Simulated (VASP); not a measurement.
# CaSiH6 (R-3m) in VASP: notebook, part 3 of 3

VASP 6.6.1. The steps go on from the part before.

## 5. Single point, r2SCAN+rVV10

This run uses another cell than the first one, of 8.50 Å³/atom.

File POSCAR:

```
CaSiH6
1.0
    3.1650864072      1.8273634906      1.9597489621
   -3.1650864072      1.8273634906      1.9597489621
    0.0000000000     -3.6547269770      1.9597489660
Ca Si H
1 1 6
Direct
    0.5000000000      0.5000000000      0.5000000000
    0.0000000000      0.0000000000      0.0000000000
    0.9299407121      0.2773993165      0.2773993165
    0.2773993165      0.9299407121      0.2773993165
    0.2773993165      0.2773993165      0.9299407121
    0.0700592879      0.7226006835      0.7226006835
    0.7226006835      0.0700592879      0.7226006835
    0.7226006835      0.7226006835      0.0700592879
```

File INCAR.step1:

```
SYSTEM = CaSiH6
ALGO     = Normal         ! electronic algorithm
EDIFF    = 1E-4           ! SCF threshold, eV
ENCUT    = 520            ! plane-wave cutoff, eV
GGA      = PE             ! functional
ISMEAR   = -1             ! smearing method
LASPH    = .True.         ! aspherical terms in the spheres
LCHARG   = .False.        ! write CHGCAR
LREAL    = .False.        ! projectors in reciprocal space
LWAVE    = .True.         ! write WAVECAR
NBANDS   = 20             ! bands
NELM     = 80             ! most SCF steps
PREC     = Accurate       ! precision mode
SIGMA    = 0.03           ! smearing width, eV
```

File INCAR.step2:

```
SYSTEM = CaSiH6
ALGO     = Normal         ! electronic algorithm
BPARAM   = 11.95        
CPARAM   = 0.0093       
EDIFF    = 1E-6           ! SCF threshold, eV
ENCUT    = 520            ! plane-wave cutoff, eV
ISIF     = 2              ! what is computed and relaxed
ISMEAR   = -1             ! smearing method
ISTART   = 1            
IVDW_NL  = 2            
LASPH    = .True.         ! aspherical terms in the spheres
LCHARG   = .False.        ! write CHGCAR
LMIXTAU  = .True.       
LREAL    = .False.        ! projectors in reciprocal space
LUSE_VDW = .True.       
LWAVE    = .False.        ! write WAVECAR
METAGGA  = R2SCAN         ! meta-GGA
NBANDS   = 20             ! bands
NELM     = 80             ! most SCF steps
PREC     = Accurate       ! precision mode
SIGMA    = 0.03           ! smearing width, eV
```

File KPOINTS:

```
k-points
0
Gamma
  8 8 8
  0 0 0
```

Potentials or basis: VASP PAW PBE potentials, release 64 (Ca_sv, Si, H).

Launch:

```sh
$ cat potpaw_PBE.64/Ca_sv/POTCAR potpaw_PBE.64/Si/POTCAR potpaw_PBE.64/H/POTCAR > POTCAR
$ cp INCAR.step1 INCAR
$ mpirun -np 1 vasp_std > vasp.out
$ cp INCAR.step2 INCAR
$ mpirun -np 1 vasp_std > vasp.out
```

OUTCAR:

```text
SYSTEM = CaSiH6
   BPARAM = 11.95
   EDIFF = 1E-6
   ENCUT = 520
   ISIF = 2
   ISMEAR = -1
   ISTART = 1
   IVDW_NL = 2
   LASPH = .True.
   LREAL = .False.
   METAGGA = R2SCAN
   NELM = 80
   PREC = Accurate

 ion  position               nearest neighbor table
   1  0.500  0.500  0.500-   2 2.94   2 2.94
   2  0.000  0.000  0.000-   3 1.59   4 1.59   6 1.59   7 1.59   5 1.59   8 1.59   1 2.94   1 2.94

   3  0.930  0.277  0.277-   2 1.59
   4  0.277  0.930  0.277-   2 1.59
   5  0.277  0.277  0.930-   2 1.59
   6  0.070  0.723  0.723-   2 1.59
   7  0.723  0.070  0.723-   2 1.59
   8  0.723  0.723  0.070-   2 1.59

  LATTYP: Found a trigonal (rhomboedric) cell.
 ALAT       =     4.1470043750
 COS(alpha) =    -0.1650166983

  Lattice vectors:

 A1 = (   3.1650864072,   1.8273634906,   1.9597489621)
 A2 = (  -3.1650864072,   1.8273634906,   1.9597489621)
 A3 = (   0.0000000000,  -3.6547269770,   1.9597489660)

[... 190 lines left out ...]
 cond. band min:       3.8278417135   @ k =   0.0000   0.0000   0.0000
 fundamental gap:      2.1497430990
 Fermi energy:         2.3074639845

 k-point     1 :       0.0000    0.0000    0.0000
  band No.  band energies     occupation
      1     -39.5650      2.00000
      2     -19.7562      2.00000
      3     -19.6792      2.00000
      4     -19.6792      2.00000
      5      -8.7974      2.00000
      6      -1.9024      2.00000
[... 541 lines left out ...]
     19      11.7182      0.00000
     20      12.1830      0.00000

 [... further k-points ...]

------------------------ aborting loop because EDIFF is reached ----------------------------------------

  FORCE on cell =-STRESS in cart. coord.  units (eV):
  Direction    XX          YY          ZZ          XY          YZ          ZX
  --------------------------------------------------------------------------------------
  -------------------------------------------------------------------------------------
  Total       -0.0575067     -0.0575067      0.0375387      0.0000000      0.0000000      0.0000000
  in kB       -1.3547747     -1.3547747      0.8843569      0.0000000      0.0000000      0.0000000
  external PRESSURE =      -0.6083975 kB  Pullay stress =       0.0000000 kB

 VOLUME and BASIS-vectors are now :
 -----------------------------------------------------------------------------
  energy-cutoff  :      520.00
  volume of cell :       68.01
      direct lattice vectors                 reciprocal lattice vectors
     3.165086407  1.827363491  1.959748962     0.157973570  0.091206083  0.170089812
    -3.165086407  1.827363491  1.959748962    -0.157973570  0.091206083  0.170089812
     0.000000000 -3.654726977  1.959748966     0.000000000 -0.182412167  0.170089812

 POSITION                                       TOTAL-FORCE (eV/Angst)
 -----------------------------------------------------------------------------------
      0.00000      0.00000      2.93962        -0.000000      0.000000     -0.000000
      0.00000      0.00000      0.00000        -0.000000     -0.000000     -0.000000
      2.06535      1.19243      2.90972         0.008307      0.004796     -0.013236
     -2.06535      1.19243      2.90972        -0.008307      0.004796     -0.013236
      0.00000     -2.38486      2.90972         0.000000     -0.009592     -0.013236
     -2.06535     -1.19243      2.96953        -0.008307     -0.004796      0.013236
      2.06535     -1.19243      2.96953         0.008307     -0.004796      0.013236
      0.00000      2.38486      2.96953         0.000000      0.009592      0.013236
 -----------------------------------------------------------------------------------
    total drift:                                0.000000      0.000000     -0.000000

  FREE ENERGIE OF THE ION-ELECTRON SYSTEM (eV)
  ---------------------------------------------------
  free  energy   TOTEN  =       -37.9528988564 eV

  energy  without entropy=      -37.9528988563  energy(sigma->0) =      -37.95289886
```

OUTCAR.step1:

```text
SYSTEM = CaSiH6
   EDIFF = 1E-4
   ENCUT = 520
   GGA = PE
   ISMEAR = -1
   LASPH = .True.
[... 797 lines left out ...]
     -2.06535     -1.19243      2.96953         0.075958      0.043854     -0.059757
      2.06535     -1.19243      2.96953        -0.075958      0.043854     -0.059757
      0.00000      2.38486      2.96953         0.000000     -0.087709     -0.059757
 -----------------------------------------------------------------------------------
    total drift:                                0.000000      0.000000     -0.000000

  FREE ENERGIE OF THE ION-ELECTRON SYSTEM (eV)
  ---------------------------------------------------
  free  energy   TOTEN  =       -28.9777716356 eV

  energy  without entropy=      -28.9777716356  energy(sigma->0) =      -28.97777164
```

Run time: 7.2 min. Hardware: 1 thread of Intel Xeon 8259CL, shared host; peak memory 0.38 GiB.

Results:

```
Free energy            : -37.9529 eV
Pressure               : -0.1 GPa
Largest force          : 0.016 eV/Å
Band gap on the k mesh : 2.15 eV (least direct gap 3.25 eV)
```

Forces in eV/Å, atoms in the order of the input:
```
Ca   0.000  0.000  0.000
Si   0.000  0.000  0.000
H    0.008  0.005 -0.013
H   -0.008  0.005 -0.013
H    0.000 -0.010 -0.013
H   -0.008 -0.005  0.013
H    0.008 -0.005  0.013
H    0.000  0.010  0.013
```

Caveat: the PAW data sets were made with another functional, which shifts forces and pressure a little.

## 6. Relaxation of cell and atoms, r2SCAN+rVV10

File POSCAR:

```
CaSiH6
1.0
    3.1525125916      1.8201039948      1.9452874403
   -3.1525125916      1.8201039948      1.9452874403
    0.0000000000     -3.6402079854      1.9452874442
Ca Si H
1 1 6
Direct
    0.5000000000      0.5000000000      0.5000000000
    0.0000000000      0.0000000000      0.0000000000
    0.9304365857      0.2823010769      0.2823010769
    0.2823010769      0.9304365857      0.2823010769
    0.2823010769      0.2823010769      0.9304365857
    0.0695634143      0.7176989231      0.7176989231
    0.7176989231      0.0695634143      0.7176989231
    0.7176989231      0.7176989231      0.0695634143
```

File INCAR.step1:

```
  PREC = Accurate
  ENCUT = 600
  ISMEAR = -1
  SIGMA = 0.03
  LREAL = False
  LASPH = True
  NELM = 60
  GGA = PE
  ALGO = Normal
  EDIFF = 1E-4
  LWAVE = True
  LCHARG = False
```

File INCAR.step2:

```
  PREC = Accurate
  ENCUT = 600
  EDIFF = 1E-6
  ISMEAR = -1
  SIGMA = 0.03
  LREAL = False
  LASPH = True
  NELM = 60
  ALGO = Normal
  ISIF = 3
  LWAVE = False
  LCHARG = False
  METAGGA = R2SCAN
  LMIXTAU = True
  LUSE_VDW = True
  IVDW_NL = 2
  BPARAM = 11.95
  CPARAM = 0.0093
  IBRION = 2
  NSW = 100
  EDIFFG = -0.01
  ISTART = 1
```

File KPOINTS:

```
regular mesh
0
Gamma
  6 6 6
```

Potentials or basis: VASP PAW PBE potentials, release 64 (Ca_sv, Si, H).

Launch:

```sh
$ cat potpaw_PBE.64/Ca_sv/POTCAR potpaw_PBE.64/Si/POTCAR potpaw_PBE.64/H/POTCAR > POTCAR
$ cp INCAR.step1 INCAR
$ mpirun -np 1 vasp_std > vasp.out
$ cp INCAR.step2 INCAR
$ mpirun -np 1 vasp_std > vasp.out
```

OUTCAR:

```text
PREC = Accurate
   ENCUT = 600
   EDIFF = 1E-6
   ISMEAR = -1
   LREAL = False
   LASPH = True
   NELM = 60
   ISIF = 3
   METAGGA = R2SCAN
   IVDW_NL = 2
   BPARAM = 11.95
   IBRION = 2
   NSW = 100
   EDIFFG = -0.01
   ISTART = 1

 ion  position               nearest neighbor table
   1  0.500  0.500  0.500-   2 2.92   2 2.92
   2  0.000  0.000  0.000-   3 1.60   4 1.60   6 1.60   7 1.60   5 1.60   8 1.60   1 2.92   1 2.92

   3  0.930  0.282  0.282-   2 1.60
   4  0.282  0.930  0.282-   2 1.60
   5  0.282  0.282  0.930-   2 1.60
   6  0.070  0.718  0.718-   2 1.60
   7  0.718  0.070  0.718-   2 1.60
   8  0.718  0.718  0.070-   2 1.60

  LATTYP: Found a trigonal (rhomboedric) cell.
 ALAT       =     4.1273790009
 COS(alpha) =    -0.1667960626

  Lattice vectors:

 A1 = (   3.1525125916,   1.8201039948,   1.9452874403)
 A2 = (  -3.1525125916,   1.8201039948,   1.9452874403)
 A3 = (   0.0000000000,  -3.6402079854,   1.9452874442)

Analysis of symmetry for initial positions (statically):
=====================================================================
 Subroutine PRICEL returns:
 Original cell was already a primitive cell.

 Routine SETGRP: Setting up the symmetry group for a
 trigonal (rhombohedral) supercell.
[... 475 lines left out ...]

 number of electron      20.0000003 magnetization

 Free energy of the ion-electron system (eV)
  ---------------------------------------------------
  ext. energy  EPLUGINS =         0.00000000
  ---------------------------------------------------
  free energy    TOTEN  =       -37.95827211 eV

  energy without entropy =      -37.95827211  energy(sigma->0) =      -37.95827211

 E-fermi :   2.3326     XC(G=0):  -9.7124

 val. band max:        1.6595761925   @ k =   0.1667   0.1667   0.1667
 cond. band min:       3.8130090285   @ k =   0.0000   0.0000   0.0000
 fundamental gap:      2.1534328360
 Fermi energy:         2.3325991916

 k-point     1 :       0.0000    0.0000    0.0000
  band No.  band energies     occupation
      1     -39.5996      2.00000
      2     -19.7886      2.00000
      3     -19.7128      2.00000
      4     -19.7128      2.00000
      5      -8.8063      2.00000
      6      -1.9257      2.00000
      7      -1.5433      2.00000
      8      -1.5433      2.00000
      9       0.2085      2.00000
     10       0.2085      2.00000
     11       3.8130      0.00000
     12       6.5285      0.00000
     13       6.5285      0.00000
     14       7.5212      0.00000
[... 401 lines left out ...]
      2     -19.8153      2.00000
      3     -19.7691      2.00000
      4     -19.7335      2.00000
      5      -7.3998      2.00000
      6      -3.7634      2.00000
      7      -3.0326      2.00000
      8      -1.8913      2.00000
      9      -0.2418      2.00000
     10       0.7092      2.00000
     11       5.8344      0.00000
     12       6.3557      0.00000
     13       7.8891      0.00000
     14       8.2705      0.00000
     15       8.4723      0.00000

 [... further k-points ...]

------------------------ aborting loop because EDIFF is reached ----------------------------------------

  FORCE on cell =-STRESS in cart. coord.  units (eV):
  Direction    XX          YY          ZZ          XY          YZ          ZX
  --------------------------------------------------------------------------------------
  -------------------------------------------------------------------------------------
  Total       -0.0109224     -0.0109224      0.0031000     -0.0000000      0.0000000      0.0000000
  in kB       -0.2565877     -0.2565877      0.0728258     -0.0000000      0.0000000      0.0000000
  external PRESSURE =      -0.1467832 kB  Pullay stress =       0.0000000 kB
[... 23 lines left out ...]
  FREE ENERGIE OF THE ION-ELECTRON SYSTEM (eV)
  ---------------------------------------------------
  free  energy   TOTEN  =       -37.9582721139 eV

  energy  without entropy=      -37.9582721139  energy(sigma->0) =      -37.95827211

 reached required accuracy - stopping structural energy minimisation
```

OUTCAR.step1:

```text
PREC = Accurate
   ENCUT = 600
   ISMEAR = -1
   LREAL = False
   LASPH = True
   NELM = 60
[... 677 lines left out ...]
     -2.04326     -1.17967      2.92758        -0.092305     -0.053292      0.097204
      2.04326     -1.17967      2.92758         0.092305     -0.053292      0.097204
      0.00000      2.35935      2.92758        -0.000000      0.106584      0.097204
 -----------------------------------------------------------------------------------
    total drift:                               -0.000000     -0.000000      0.000000

  FREE ENERGIE OF THE ION-ELECTRON SYSTEM (eV)
  ---------------------------------------------------
  free  energy   TOTEN  =       -28.9650476088 eV

  energy  without entropy=      -28.9650476088  energy(sigma->0) =      -28.96504761
```

Run time: 37 min. Hardware: 1 thread of Intel Xeon 8259CL, shared host; peak memory 0.43 GiB.

Results:

* Free energy: -37.9583 eV
* Relaxed volume: 8.53 Å³/atom
* Relaxed cell: a = 4.150 Å, b = 4.150 Å, c = 4.150 Å, α = 99.46°, β = 99.46°, γ = 99.46°
* Space group after relaxing (to 0.1 Å): R-3m (No. 166)
* Energy gained by relaxing: 2.8 meV/atom
* Ionic steps: 8
* Pressure after relaxing: 0.0 GPa
* Band gap on the k mesh: 2.15 eV (least direct gap 3.42 eV)

Step by step:
| step | energy change (eV) | largest force (eV/Å) | pressure (GPa) | volume (Å³) |
| --- | --- | --- | --- | --- |
| 1 | 0.0000 | 0.2761 | -0.28 | 66.97 |
| 2 | -0.0148 | 0.0922 | 0.72 | 66.83 |
| 3 | -0.0162 | 0.0307 | 1.17 | 66.77 |
| 4 | -0.0202 | 0.0274 | 0.63 | 67.38 |
| 5 | -0.0219 | 0.0237 | -0.03 | 68.15 |
| 6 | -0.0219 | 0.0237 | 0.00 | 68.12 |
| 7 | -0.0222 | 0.0106 | -0.01 | 68.17 |
| 8 | -0.0223 | 0.0020 | -0.01 | 68.20 |

Final structure:
```
Ca Si H
1.0
     3.16686    1.82839    1.96311
    -3.16686    1.82839    1.96311
     0.00000   -3.65678    1.96311
Ca Si H
1 1 6
Direct
  0.50000 0.50000 0.50000
  0.00000 0.00000 0.00000
  0.92972 0.27691 0.27691
  0.27691 0.92972 0.27691
  0.27691 0.27691 0.92972
  0.07028 0.72309 0.72309
  0.72309 0.07028 0.72309
  0.72309 0.72309 0.07028
```

Levels at points of the mesh, in eV from the valence-band top:
| k point | band 6 | band 7 | band 8 | band 9 | band 10 | band 11 | band 12 | band 13 | band 14 | band 15 |
| --- | --- | --- | --- | --- | --- | --- | --- | --- | --- | --- |
| (0.00, 0.00, 0.00) | -3.59 | -3.20 | -3.20 | -1.45 | -1.45 | 2.15 | 4.87 | 4.87 | 5.86 | 7.32 |
| (0.50, 0.00, 0.00) | -6.23 | -3.70 | -3.54 | -0.39 | -0.15 | 4.43 | 4.78 | 5.50 | 5.72 | 5.73 |
| (0.50, 0.50, 0.00) | -5.40 | -4.82 | -2.80 | -2.77 | -0.38 | 3.62 | 5.36 | 6.25 | 6.35 | 7.12 |
| (0.50, 0.50, 0.50) | -4.87 | -4.45 | -4.45 | -2.61 | -2.61 | 5.15 | 5.99 | 6.19 | 6.19 | 6.86 |

Caveat: the PAW data sets were made with another functional, which shifts forces and pressure a little. A k mesh can miss the band edges.

## 7. The runs side by side

```csv
task,level,cell,k mesh,cutoff (eV),gap on the mesh (eV),pressure (GPa),relaxed volume (Å³/atom),largest force (eV/Å)
single point,PBEsol,"a = 4.127 Å, angles 99.6°, 8 atoms, atomic positions A",4 × 4 × 4,520,1.48,0.0,-,0.01
single point,r2SCAN+rVV10,"a = 4.147 Å, angles 99.5°, 8 atoms, atomic positions B",6 × 6 × 6,520,2.15,-0.1,-,0.02
relaxation of cell and atoms,PBEsol,"relaxed from a = 4.758 Å, angles 98.3°, 8 atoms, atomic positions C",4 × 4 × 4,600,1.48,-0.1,8.41,0.01
single point,r2SCAN+rVV10,"a = 4.147 Å, angles 99.5°, 8 atoms, atomic positions B",8 × 8 × 8,520,2.15,-0.1,-,0.02
relaxation of cell and atoms,r2SCAN+rVV10,"relaxed from a = 4.127 Å, angles 99.6°, 8 atoms, atomic positions A",6 × 6 × 6,600,2.15,0.0,8.53,-
```

Alike in all rows: potentials or basis VASP PAW PBE potentials, release 64 (Ca_sv, Si, H); no spin polarisation; smearing fermi-dirac 0.03 eV.

Caveats: the PAW data sets were made with another functional, which shifts forces and pressure a little; the volume moved by over 15 % at a fixed basis, so the end points are rough (at least some runs).

Absolute energies hang on the potentials; compare differences alone.
